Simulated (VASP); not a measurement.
# CsI in VASP: notebook, part 2 of 3

VASP 6.6.1. Earlier steps stand in the parts before.

## 3. Electric field gradients, LDA (volume scaled by 0.99)

Contents of INCAR:

```
PREC = Accurate
ENCUT = 400
EDIFF = 1E-8
ISMEAR = -1
SIGMA = 0.01
LREAL = False
LASPH = True
NELM = 120
ALGO = Normal
ISIF = 2
LWAVE = False
LCHARG = False
GGA = CA
LEFG = True
NBANDS = 15
GGA_COMPAT = False
```

Contents of KPOINTS:

```
Automatic mesh
0
Gamma
  7 7 7
```

Contents of POSCAR:

```
CsI
1.0
    4.5514266418      0.0000000000      0.0000000000
    0.0000000000      4.5514266418      0.0000000000
    0.0000000000      0.0000000000      4.5514266418
Cs I
1 1
Direct
    0.0000000000      0.0000000000      0.0000000000
    0.5000000000      0.5000000000      0.5000000000
```

Potentials or basis: VASP PAW LDA potentials, release 64 (Cs_sv, I).

The run is started by

```
> cat potpaw_LDA.64/Cs_sv/POTCAR potpaw_LDA.64/I/POTCAR > POTCAR
> mpirun -np 1 vasp_std > vasp.out
```

OUTCAR:

```text
PREC = Accurate
   ENCUT = 400
   EDIFF = 1E-8
   ISMEAR = -1
   LREAL = False
   LASPH = True
   NELM = 120
   ISIF = 2
   GGA = CA

 ion  position               nearest neighbor table
   1  0.000  0.000  0.000-
   2  0.500  0.500  0.500-

  LATTYP: Found a simple cubic cell.
 ALAT       =     4.5514266418

  Lattice vectors:

 A1 = (   4.5514266418,   0.0000000000,   0.0000000000)
 A2 = (   0.0000000000,   4.5514266418,   0.0000000000)
 A3 = (   0.0000000000,   0.0000000000,   4.5514266418)

Analysis of symmetry for initial positions (statically):
=====================================================================
 Subroutine PRICEL returns:
 Original cell was already a primitive cell.

 Routine SETGRP: Setting up the symmetry group for a
 simple cubic supercell.

 Subroutine GETGRP returns: Found 48 space group operations
[... 9 lines left out ...]

 Routine SETGRP: Setting up the symmetry group for a
 simple cubic supercell.

 Subroutine GETGRP returns: Found 48 space group operations
[... 11 lines left out ...]
                                     Primitive cell

  volume of cell :      94.2850

  direct lattice vectors                    reciprocal lattice vectors
     4.551426642  0.000000000  0.000000000     0.219711330  0.000000000  0.000000000
     0.000000000  4.551426642  0.000000000     0.000000000  0.219711330  0.000000000
     0.000000000  0.000000000  4.551426642     0.000000000  0.000000000  0.219711330

  length of vectors
     4.551426642  4.551426642  4.551426642     0.219711330  0.219711330  0.219711330

  position of ions in fractional coordinates (direct lattice)
     0.000000000  0.000000000  0.000000000
     0.500000000  0.500000000  0.500000000

  ion indices of the primitive-cell ions
   primitive index   ion index
                 1           1
                 2           2

----------------------------------------------------------------------------------------

 KPOINTS: Automatic mesh

Automatic generation of k-mesh.
 Grid dimensions read from file:
 generate k-points for:    7    7    7

 Generating k-lattice:

  Cartesian coordinates                     Fractional coordinates (reciprocal lattice)
     0.031387333  0.000000000  0.000000000     0.142857143  0.000000000  0.000000000
     0.000000000  0.031387333  0.000000000     0.000000000  0.142857143  0.000000000
     0.000000000  0.000000000  0.031387333     0.000000000  0.000000000  0.142857143

  Length of vectors
     0.031387333  0.031387333  0.031387333

  Shift w.r.t. Gamma in fractional coordinates (k-lattice)
     0.000000000  0.000000000  0.000000000

 Subroutine IBZKPT returns following result:
 ===========================================

 Found     20 irreducible k-points:

[... 50 lines left out ...]
   PSTRESS=    0.0 pullay stress
   NELECT =      16.0000    total number of electrons
   NUPDOWN=      -1.0000    fix difference up-down
   EMIN   =  10.00;   EMAX   =-10.00  energy-range for DOS
   EFERMI =   0.00;   METHOD = LEGACY
   ISMEAR =    -1;   SIGMA  =   0.01  broadening in eV -4-tet -1-fermi 0-gaus
   EFERMI_NEDOS =   21; number of points for ismear=-14 and -15
   IALGO  =     38    algorithm
   IMIX   =      4    mixing-type and parameters
     AMIX     =   0.40;   BMIX     =  1.00
     AMIX_MAG =   1.60;   BMIX_MAG =  1.00
  volume/ion in A,a.u.               =      47.14       318.13
  Fermi-wavevector in a.u.,A,eV,Ry     =   0.906360  1.712772 11.177023  0.821488
  Thomas-Fermi vector in A             =   2.030038
   LORBIT       =      0    0 simple, 1 ext, 2 COOP (PROOUT), +10 PAW based schemes
   GGA     = CA    functional components
   LHFCALC =     F    Hartree Fock is set to
   AEXX    =    0.0000 exact exchange contribution
   IVDW    =     0    specifies the selected vdW correction
   LEPSILON=     F    determine dielectric tensor
   LRPA    =     F    only Hartree local field effects (RPA)
 non-spin polarized calculation
  energy-cutoff  :      400.00
  volume of cell :       94.29
 maximum number of plane-waves:      1743
 NGX is ok and might be reduce to    30
   NGX = 15   NGY = 15   NGZ = 15

 number of electron      16.0000004 magnetization

 Free energy of the ion-electron system (eV)
  ---------------------------------------------------
  ext. energy  EPLUGINS =         0.00000000
  ---------------------------------------------------
  free energy    TOTEN  =        -6.15017433 eV

  energy without entropy =       -6.15017433  energy(sigma->0) =       -6.15017433

 E-fermi :   0.9531     XC(G=0):  -8.1224

 val. band max:        0.6897108602   @ k =   0.4286   0.4286   0.0000
 cond. band min:       4.2874417487   @ k =   0.0000   0.0000   0.0000
 fundamental gap:      3.5977308885
 Fermi energy:         0.9530733683

 k-point     1 :       0.0000    0.0000    0.0000
  band No.  band energies     occupation
      1     -19.6059      2.00000
      2     -10.0194      2.00000
      3      -6.3020      2.00000
      4      -6.3020      2.00000
      5      -6.3020      2.00000
      6       0.6279      2.00000
      7       0.6279      2.00000
      8       0.6279      2.00000
      9       4.2874      0.00000
     10       4.6647      0.00000
     11       4.6647      0.00000
     12       8.4138      0.00000
     13       8.4138      0.00000
     14       8.4138      0.00000
[... 329 lines left out ...]
      2      -9.7524      2.00000
      3      -6.5770      2.00000
      4      -6.5670      2.00000
      5      -6.5670      2.00000
      6      -0.5941      2.00000
      7      -0.5941      2.00000
      8      -0.5106      2.00000
      9       7.0018      0.00000
     10       7.4483      0.00000
     11       7.4483      0.00000
     12       8.4941      0.00000
     13       8.5459      0.00000
     14       8.5459      0.00000
     15      10.6715      0.00000

------------------------ aborting loop because EDIFF is reached ----------------------------------------

  FORCE on cell =-STRESS in cart. coord.  units (eV):
  Direction    XX          YY          ZZ          XY          YZ          ZX
  --------------------------------------------------------------------------------------
  -------------------------------------------------------------------------------------
  Total       -0.7461547     -0.7461547     -0.7461547      0.0000000      0.0000000     -0.0000000
  in kB      -12.6793445    -12.6793445    -12.6793445      0.0000000      0.0000000     -0.0000000
  external PRESSURE =     -12.6793445 kB  Pullay stress =       0.0000000 kB

 VOLUME and BASIS-vectors are now :
 -----------------------------------------------------------------------------
  energy-cutoff  :      400.00
  volume of cell :       94.29
      direct lattice vectors                 reciprocal lattice vectors
     4.551426642  0.000000000  0.000000000     0.219711330  0.000000000  0.000000000
     0.000000000  4.551426642  0.000000000     0.000000000  0.219711330  0.000000000
     0.000000000  0.000000000  4.551426642     0.000000000  0.000000000  0.219711330

 POSITION                                       TOTAL-FORCE (eV/Angst)
 -----------------------------------------------------------------------------------
      0.00000      0.00000      0.00000         0.000000      0.000000      0.000000
      2.27571      2.27571      2.27571         0.000000      0.000000      0.000000
 -----------------------------------------------------------------------------------
    total drift:                                0.000000     -0.000000     -0.000000

  FREE ENERGIE OF THE ION-ELECTRON SYSTEM (eV)
  ---------------------------------------------------
  free  energy   TOTEN  =        -6.1501743338 eV

  energy  without entropy=       -6.1501743338  energy(sigma->0) =       -6.15017433

 Electric field gradients (V/A^2)
---------------------------------------------------------------------
 ion       V_xx      V_yy      V_zz      V_xy      V_xz      V_yz
---------------------------------------------------------------------
   1       0.000     0.000     0.000    -0.000     0.000     0.000
   2       0.000     0.000     0.000     0.000     0.000    -0.000
---------------------------------------------------------------------

 Electric field gradients after diagonalization (V/A^2)
 (convention: |V_zz| > |V_xx| > |V_yy|)
----------------------------------------------------------------------
 ion       V_xx      V_yy      V_zz     asymmetry (V_yy - V_xx)/ V_zz
----------------------------------------------------------------------
   1       0.000     0.000     0.000      -0.023
   2       0.000     0.000     0.000      -0.133
----------------------------------------------------------------------

           NMR quadrupolar parameters

 Cq : quadrupolar parameter    Cq=e*Q*V_zz/h
 eta: asymmetry parameters     (V_yy - V_xx)/ V_zz
 Q  : nuclear electric quadrupole moment in mb (millibarn)
----------------------------------------------------------------------
 ion       Cq(MHz)       eta       Q (mb)
----------------------------------------------------------------------
   1       0.000      -0.023       1.000
   2       0.000      -0.133       1.000
----------------------------------------------------------------------
```

OSZICAR:

```text
N       E                     dE             d eps       ncg     rms          rms(c)
DAV:   1     0.754707030247E+02    0.75471E+02   -0.53724E+03   600   0.731E+02
DAV:   2    -0.119787703750E+00   -0.75590E+02   -0.68695E+02   866   0.129E+02
DAV:   3    -0.621783585565E+01   -0.60980E+01   -0.60794E+01   761   0.408E+01
DAV:   4    -0.629696690310E+01   -0.79131E-01   -0.79126E-01   770   0.574E+00
DAV:   5    -0.629763155800E+01   -0.66465E-03   -0.66465E-03   789   0.465E-01    0.158E+00
DAV:   6    -0.618069023900E+01    0.11694E+00   -0.84490E-02   719   0.147E+00    0.108E+00
DAV:   7    -0.615100076787E+01    0.29689E-01   -0.68028E-02   740   0.128E+00    0.480E-01
DAV:   8    -0.615030722782E+01    0.69354E-03   -0.80929E-03   684   0.434E-01    0.753E-02
DAV:   9    -0.615015997865E+01    0.14725E-03   -0.32919E-04   782   0.116E-01    0.468E-02
DAV:  10    -0.615018466875E+01   -0.24690E-04   -0.12576E-04   663   0.459E-02    0.256E-02
DAV:  11    -0.615017599023E+01    0.86785E-05   -0.57334E-05   726   0.347E-02    0.588E-03
DAV:  12    -0.615017431676E+01    0.16735E-05   -0.49145E-06   698   0.124E-02    0.197E-03
DAV:  13    -0.615017433124E+01   -0.14480E-07   -0.32532E-07   740   0.275E-03    0.391E-04
DAV:  14    -0.615017433381E+01   -0.25714E-08   -0.59519E-09   545   0.450E-04
   1 F= -.61501743E+01 E0= -.61501743E+01  d E =-.699022E-13
```

It took 14 s on 1 thread of AMD EPYC 7R43 (Zen 3), shared host; peak memory 0.12 GiB.

Results:

```
Free energy            : -6.1502 eV
Pressure               : -1.3 GPa
Band gap on the k mesh : 3.60 eV, indirect (least direct gap 3.66 eV)
```

Caveat: without QUAD_EFG the Cq values of the log hold for a quadrupole moment of 1 mb, not for the nuclei; spin-orbit coupling is left out, which moves the levels of the heavy elements. A k mesh can miss the band edges.

(Part 2 of 3 ends here.)
